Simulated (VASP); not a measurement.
# SiC (P6_3mc) in VASP: further runs, part 3 of 3

VASP 6.6.1.

**4. Electric field gradients, PBE (zz strain of -2 %)**

INCAR

```
  ALGO = Normal
  EDIFF = 1E-8
  ENCUT = 520
  GGA = PE
  ISIF = 2
  ISMEAR = -1
  LASPH = T
  LCHARG = F
  LEFG = T
  LREAL = F
  LWAVE = F
  NBANDS = 16
  NELM = 60
  PREC = Accurate
  SIGMA = 0.08
```

KPOINTS

```
k-points
0
Gamma
  15 15 8
```

POSCAR

```
SiC
1.0
    3.0759982064      0.0000000000      0.0000000000
   -1.5379991032      2.6638925888      0.0000000000
    0.0000000000      0.0000000000      4.9470400000
Si C
2 2
Direct
    0.3333333333      0.6666666667      0.0000000000
    0.6666666667      0.3333333333      0.5000000000
    0.3333333333      0.6666666667      0.3850000000
    0.6666666667      0.3333333333      0.8850000000
```

Potentials or basis: VASP PAW PBE potentials, release 64 (Si, C).

Command:

```sh
$ cat potpaw_PBE.64/Si/POTCAR potpaw_PBE.64/C/POTCAR > POTCAR
$ mpirun -np 1 vasp_std > vasp.out
```

OUTCAR:

```text
EDIFF = 1E-8
   ENCUT = 520
   GGA = PE
   ISIF = 2
   ISMEAR = -1
   LASPH = T
   LREAL = F
   NELM = 60
   PREC = Accurate

 ion  position               nearest neighbor table
   1  0.333  0.667  0.000-   4 1.86   4 1.86   4 1.86   3 1.90   2 3.05   2 3.05   2 3.05   2 3.05
                             2 3.05   2 3.05
   2  0.667  0.333  0.500-   3 1.86   3 1.86   3 1.86   4 1.90   1 3.05   1 3.05   1 3.05   1 3.05
                             1 3.05   1 3.05
   3  0.333  0.667  0.385-   2 1.86   2 1.86   2 1.86   1 1.90
   4  0.667  0.333  0.885-   1 1.86   1 1.86   1 1.86   2 1.90

  LATTYP: Found a hexagonal cell.
 ALAT       =     3.0759982064
 C/A-ratio  =     1.6082714189

  Lattice vectors:

 A1 = (   3.0759982064,   0.0000000000,   0.0000000000)
 A2 = (  -1.5379991032,   2.6638925888,   0.0000000000)
 A3 = (   0.0000000000,   0.0000000000,   4.9470400000)

Analysis of symmetry for initial positions (statically):
=====================================================================
 Subroutine PRICEL returns:
 Original cell was already a primitive cell.

 Routine SETGRP: Setting up the symmetry group for a
 hexagonal supercell.

 Subroutine GETGRP returns: Found 12 space group operations
 (whereof  6 operations were pure point group operations)
 out of a pool of 24 trial point group operations.

The static configuration has the point symmetry C_3v.
 The point group associated with its full space group is C_6v.

Analysis of symmetry for dynamics (positions and initial velocities):
=====================================================================
 Subroutine PRICEL returns:
 Original cell was already a primitive cell.

 Routine SETGRP: Setting up the symmetry group for a
 hexagonal supercell.

 Subroutine GETGRP returns: Found 12 space group operations
 (whereof  6 operations were pure point group operations)
 out of a pool of 24 trial point group operations.

The dynamic configuration has the point symmetry C_3v.
 The point group associated with its full space group is C_6v.

 Subroutine INISYM returns: Found 12 space group operations
 (whereof  6 operations are pure point group operations),
 and found     1 'primitive' translations

----------------------------------------------------------------------------------------

                                     Primitive cell

  volume of cell :      40.5367

  direct lattice vectors                    reciprocal lattice vectors
     3.075998206  0.000000000  0.000000000     0.325097719  0.187695255  0.000000000
    -1.537999103  2.663892589  0.000000000     0.000000000  0.375390511  0.000000000
     0.000000000  0.000000000  4.947040000     0.000000000  0.000000000  0.202141078

  length of vectors
     3.075998206  3.075998206  4.947040000     0.375390511  0.375390511  0.202141078

  position of ions in fractional coordinates (direct lattice)
     0.333333333  0.666666667  0.000000000
     0.666666667  0.333333333  0.500000000
     0.333333333  0.666666667  0.385000000
     0.666666667  0.333333333  0.885000000

  ion indices of the primitive-cell ions
   primitive index   ion index
                 1           1
[... 89 lines left out ...]
   EFERMI =   0.00;   METHOD = LEGACY
   ISMEAR =    -1;   SIGMA  =   0.08  broadening in eV -4-tet -1-fermi 0-gaus
   EFERMI_NEDOS =   21; number of points for ismear=-14 and -15
   IALGO  =     38    algorithm
   IMIX   =      4    mixing-type and parameters
     AMIX     =   0.40;   BMIX     =  1.00
     AMIX_MAG =   1.60;   BMIX_MAG =  1.00
  volume/ion in A,a.u.               =      10.13        68.39
  Fermi-wavevector in a.u.,A,eV,Ry     =   1.200878  2.269330 19.621058  1.442107
  Thomas-Fermi vector in A             =   2.336702
   LORBIT       =      0    0 simple, 1 ext, 2 COOP (PROOUT), +10 PAW based schemes
   GGA     = PE    functional components
   LHFCALC =     F    Hartree Fock is set to
   AEXX    =    0.0000 exact exchange contribution
   IVDW    =     0    specifies the selected vdW correction
   LEPSILON=     F    determine dielectric tensor
   LRPA    =     F    only Hartree local field effects (RPA)
 non-spin polarized calculation
  energy-cutoff  :      520.00
  volume of cell :       40.54
 maximum number of plane-waves:      1106
 NGX is ok and might be reduce to    24
   NGX = 11   NGY = 11   NGZ = 19

 number of electron      16.0000000 magnetization

 Free energy of the ion-electron system (eV)
  ---------------------------------------------------
  ext. energy  EPLUGINS =         0.00000000
  ---------------------------------------------------
  free energy    TOTEN  =       -30.03659384 eV

  energy without entropy =      -30.03659383  energy(sigma->0) =      -30.03659384

 E-fermi :   9.8558     XC(G=0): -11.4362

 val. band max:        8.7229738273   @ k =   0.0000   0.0000   0.0000
 cond. band min:      10.9776750501   @ k =   0.3333   0.3333   0.0000
 fundamental gap:      2.2547012227
 Fermi energy:         9.8557585808

 k-point     1 :       0.0000    0.0000    0.0000
  band No.  band energies     occupation
      1      -7.2434      2.00000
      2      -3.4891      2.00000
      3      -0.1442      2.00000
      4       6.9580      2.00000
      5       6.9580      2.00000
      6       8.3543      2.00000
[... 433 lines left out ...]
      3       1.1590      2.00000
      4       2.4216      2.00000
      5       2.7601      2.00000
      6       3.7541      2.00000
[... 8 lines left out ...]
     15      20.0803      0.00000
     16      20.4721      0.00000

 [... further k-points ...]
[... 5 lines left out ...]
  --------------------------------------------------------------------------------------
  -------------------------------------------------------------------------------------
  Total        1.5625675      1.5625675      2.9512855      0.0000000      0.0000000     -0.0000000
  in kB       61.7591293     61.7591293    116.6470056      0.0000000      0.0000000     -0.0000000
  external PRESSURE =      80.0550880 kB  Pullay stress =       0.0000000 kB

 VOLUME and BASIS-vectors are now :
 -----------------------------------------------------------------------------
  energy-cutoff  :      520.00
  volume of cell :       40.54
      direct lattice vectors                 reciprocal lattice vectors
     3.075998206  0.000000000  0.000000000     0.325097719  0.187695255  0.000000000
    -1.537999103  2.663892589  0.000000000     0.000000000  0.375390511  0.000000000
     0.000000000  0.000000000  4.947040000     0.000000000  0.000000000  0.202141078

 POSITION                                       TOTAL-FORCE (eV/Angst)
 -----------------------------------------------------------------------------------
     -0.00000      1.77593      0.00000         0.000000      0.000000      0.590665
      1.53800      0.88796      2.47352        -0.000000      0.000000      0.590665
     -0.00000      1.77593      1.90461         0.000000      0.000000     -0.590665
      1.53800      0.88796      4.37813         0.000000     -0.000000     -0.590665
 -----------------------------------------------------------------------------------
    total drift:                                0.000000      0.000000     -0.000232

  FREE ENERGIE OF THE ION-ELECTRON SYSTEM (eV)
  ---------------------------------------------------
  free  energy   TOTEN  =       -30.0365938422 eV

  energy  without entropy=      -30.0365938318  energy(sigma->0) =      -30.03659384

 Electric field gradients (V/A^2)
---------------------------------------------------------------------
 ion       V_xx      V_yy      V_zz      V_xy      V_xz      V_yz
---------------------------------------------------------------------
   1      -5.517    -5.517    11.034    -0.000     0.000    -0.000
   2      -5.517    -5.517    11.034    -0.000    -0.000     0.000
   3       0.023     0.023    -0.046    -0.000    -0.000     0.000
   4       0.023     0.023    -0.046    -0.000     0.000    -0.000
---------------------------------------------------------------------

 Electric field gradients after diagonalization (V/A^2)
 (convention: |V_zz| > |V_xx| > |V_yy|)
----------------------------------------------------------------------
 ion       V_xx      V_yy      V_zz     asymmetry (V_yy - V_xx)/ V_zz
----------------------------------------------------------------------
   1      -5.517    -5.517    11.034       0.000
   2      -5.517    -5.517    11.034       0.000
   3       0.023     0.023    -0.046       0.007
   4       0.023     0.023    -0.046       0.007
----------------------------------------------------------------------

           NMR quadrupolar parameters

 Cq : quadrupolar parameter    Cq=e*Q*V_zz/h
 eta: asymmetry parameters     (V_yy - V_xx)/ V_zz
 Q  : nuclear electric quadrupole moment in mb (millibarn)
----------------------------------------------------------------------
 ion       Cq(MHz)       eta       Q (mb)
----------------------------------------------------------------------
   1       0.027       0.000       1.000
   2       0.027       0.000       1.000
   3      -0.000       0.007       1.000
   4      -0.000       0.007       1.000
----------------------------------------------------------------------
```

It took 64 s on 1 thread of Intel Xeon Platinum 8488C (Sapphire Rapids), shared host; peak memory 0.2 GiB.

What came out:

| Item | Value |
| --- | --- |
| Free energy | -30.0366 eV |
| Pressure | 8.0 GPa |
| Largest force | 0.591 eV/Å |
| Band gap on the k mesh | 2.25 eV, indirect (least direct gap 3.93 eV) |

Forces on the atoms (eV/Å):
```
Si   0.000  0.000  0.591
Si   0.000  0.000  0.591
C    0.000  0.000 -0.591
C    0.000  0.000 -0.591
```

Electric field gradients, principal values (V/Å²):
```
atom   least  middle  greatest (by size)
1 Si  -5.517  -5.517              11.034
2 Si  -5.517  -5.517              11.034
 3 C   0.023   0.023              -0.046
 4 C   0.023   0.023              -0.046
```

Caveat: the cell differs from its parent crystal (zz strain of -2 %); without QUAD_EFG the Cq values of the log hold for a quadrupole moment of 1 mb, not for the nuclei.

**5. Electric field gradients, PBE (volume scaled by 0.96)**

INCAR

```
PREC = Accurate
ENCUT = 520
EDIFF = 1E-8
ISMEAR = -1
SIGMA = 0.08
LREAL = F
LASPH = T
NELM = 60
ALGO = Normal
ISIF = 2
LWAVE = F
LCHARG = F
GGA = PE
LEFG = T
NBANDS = 16
```

KPOINTS

```
regular mesh
0
Gamma
  15 15 8
```

POSCAR

```
SiC
1.0
    3.0344255669      0.0000000000      0.0000000000
   -1.5172127834      2.6278896269      0.0000000000
    0.0000000000      0.0000000000      4.9797754205
Si C
2 2
Direct
    0.3333333333      0.6666666667      0.0000000000
    0.6666666667      0.3333333333      0.5000000000
    0.3333333333      0.6666666667      0.3850000000
    0.6666666667      0.3333333333      0.8850000000
```

Potentials or basis: VASP PAW PBE potentials, release 64 (Si, C).

Command:

```sh
$ cat potpaw_PBE.64/Si/POTCAR potpaw_PBE.64/C/POTCAR > POTCAR
$ mpirun -np 1 vasp_std > vasp.out
```

OUTCAR:

```text
PREC = Accurate
   ENCUT = 520
   EDIFF = 1E-8
   ISMEAR = -1
   LREAL = F
   LASPH = T
   NELM = 60
   ISIF = 2
   GGA = PE

 ion  position               nearest neighbor table
   1  0.333  0.667  0.000-   4 1.84   4 1.84   4 1.84   3 1.92   2 3.04   2 3.04   2 3.04   2 3.04
                             2 3.04   2 3.04
   2  0.667  0.333  0.500-   3 1.84   3 1.84   3 1.84   4 1.92   1 3.04   1 3.04   1 3.04   1 3.04
                             1 3.04   1 3.04
   3  0.333  0.667  0.385-   2 1.84   2 1.84   2 1.84   1 1.92
   4  0.667  0.333  0.885-   1 1.84   1 1.84   1 1.84   2 1.92

  LATTYP: Found a hexagonal cell.
 ALAT       =     3.0344255669
 C/A-ratio  =     1.6410932846

  Lattice vectors:

 A1 = (   3.0344255669,   0.0000000000,   0.0000000000)
 A2 = (  -1.5172127834,   2.6278896269,   0.0000000000)
 A3 = (   0.0000000000,   0.0000000000,   4.9797754205)

Analysis of symmetry for initial positions (statically):
[... 664 lines left out ...]
 -----------------------------------------------------------------------------------
     -0.00000      1.75193      0.00000        -0.000000      0.000000      0.818856
      1.51721      0.87596      2.48989         0.000000     -0.000000      0.818856
     -0.00000      1.75193      1.91721        -0.000000     -0.000000     -0.818856
      1.51721      0.87596      4.40710         0.000000      0.000000     -0.818856
 -----------------------------------------------------------------------------------
    total drift:                                0.000000      0.000000      0.000049

  FREE ENERGIE OF THE ION-ELECTRON SYSTEM (eV)
  ---------------------------------------------------
  free  energy   TOTEN  =       -29.9791682363 eV

  energy  without entropy=      -29.9791682268  energy(sigma->0) =      -29.97916823

 Electric field gradients (V/A^2)
---------------------------------------------------------------------
 ion       V_xx      V_yy      V_zz      V_xy      V_xz      V_yz
---------------------------------------------------------------------
   1      -9.071    -9.072    18.143    -0.000     0.000    -0.000
   2      -9.071    -9.072    18.143    -0.000    -0.000     0.000
   3      -1.591    -1.591     3.182     0.000    -0.000     0.000
   4      -1.591    -1.591     3.182     0.000     0.000    -0.000
---------------------------------------------------------------------

 Electric field gradients after diagonalization (V/A^2)
 (convention: |V_zz| > |V_xx| > |V_yy|)
----------------------------------------------------------------------
 ion       V_xx      V_yy      V_zz     asymmetry (V_yy - V_xx)/ V_zz
----------------------------------------------------------------------
   1      -9.072    -9.071    18.143       0.000
   2      -9.072    -9.071    18.143       0.000
   3      -1.591    -1.591     3.182       0.000
   4      -1.591    -1.591     3.182       0.000
----------------------------------------------------------------------

           NMR quadrupolar parameters

 Cq : quadrupolar parameter    Cq=e*Q*V_zz/h
 eta: asymmetry parameters     (V_yy - V_xx)/ V_zz
 Q  : nuclear electric quadrupole moment in mb (millibarn)
----------------------------------------------------------------------
 ion       Cq(MHz)       eta       Q (mb)
----------------------------------------------------------------------
   1       0.044       0.000       1.000
   2       0.044       0.000       1.000
   3       0.008       0.000       1.000
   4       0.008       0.000       1.000
----------------------------------------------------------------------
```

Wall time 28 s (1 thread of Intel Xeon 6975P-C (Granite Rapids), shared host); peak memory 0.2 GiB.

What came out:

```yaml
Free_energy: -29.9792 eV
Pressure: 13.7 GPa
Largest_force: 0.819 eV/Å
Band_gap_on_the_k_mesh: 2.25 eV, indirect (least direct gap 4.17 eV)
```

Forces in eV/Å, atoms in the order of the input:
```
Si   0.000  0.000  0.819
Si   0.000  0.000  0.819
C    0.000  0.000 -0.819
C    0.000  0.000 -0.819
```

Electric field gradients, principal values (V/Å²):
```tsv
atom	least	middle	greatest (by size)
1 Si	-9.071	-9.072	18.143
2 Si	-9.071	-9.072	18.143
3 C	-1.591	-1.591	3.182
4 C	-1.591	-1.591	3.182
```

Caveat: without QUAD_EFG the Cq values of the log hold for a quadrupole moment of 1 mb, not for the nuclei. A k mesh can miss the band edges.

**6. Overview**

| cell | gap on the mesh (eV) | pressure (GPa) | largest force (eV/Å) |
| --- | --- | --- | --- |
| a = 3.116, b = 3.116, c = 5.114 Å, angles 90.0, 90.0, 120.0°, 4 atoms | 2.39 | -4.6 | 0.69 |
| a = 3.076, b = 3.076, c = 4.947 Å, angles 90.0, 90.0, 120.0°, 4 atoms | 2.25 | 8.0 | 0.59 |
| a = 3.034, b = 3.034, c = 4.980 Å, angles 90.0, 90.0, 120.0°, 4 atoms | 2.25 | 13.7 | 0.82 |

Alike in all rows: task electric field gradients; level PBE; potentials or basis VASP PAW PBE potentials, release 64 (Si, C); no spin polarisation; k mesh 15 × 15 × 8; cutoff (eV) 520; smearing fermi-dirac 0.08 eV.

Total energies depend on the potentials used, so only differences within one code and one set of settings carry meaning.
